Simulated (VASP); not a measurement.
Runs of VASP 6.6.1 on SnO (Romarchite). The structure is that of space group P4/nmm (No. 129), or close to it. The cells are those of the table. 

```tsv
cell	gap on the mesh (eV)	pressure (GPa)	largest force (eV/Å)
a = 3.849, b = 3.849, c = 4.905 Å, 4 atoms	(c)	-2.8	(b)
a = 3.773, b = 3.773, c = 4.808 Å, 4 atoms	none	2.8	0.63
a = 3.734, b = 3.734, c = 4.759 Å, 4 atoms	none	(d)	1.13
a = 3.811, b = 3.811, c = 4.857 Å, 4 atoms	-	(a)	0.18
a = 3.885, b = 3.885, c = 4.951 Å, 4 atoms	0.28	-5.0	0.58
```

Alike in all rows: task single point; level PBEsol; potentials or basis VASP PAW PBE potentials, release 64 (Sn_d, O); no spin polarisation; k mesh 6 × 6 × 4; cutoff (eV) 520; smearing fermi-dirac 0.1 eV.

Task: Estimate the missing entries.

Result: (a) -0.3; (b) 0.22; (c) 0.19; (d) 6.4.

Caveats: the PAW data sets were made with another functional, which shifts forces and pressure a little; spin-orbit coupling is left out, which moves the levels of the heavy elements.

A k mesh can miss the band edges, and the runs leave out spin-orbit coupling on Sn.

A gap of «none» marks levels without a gap at the run's occupations.
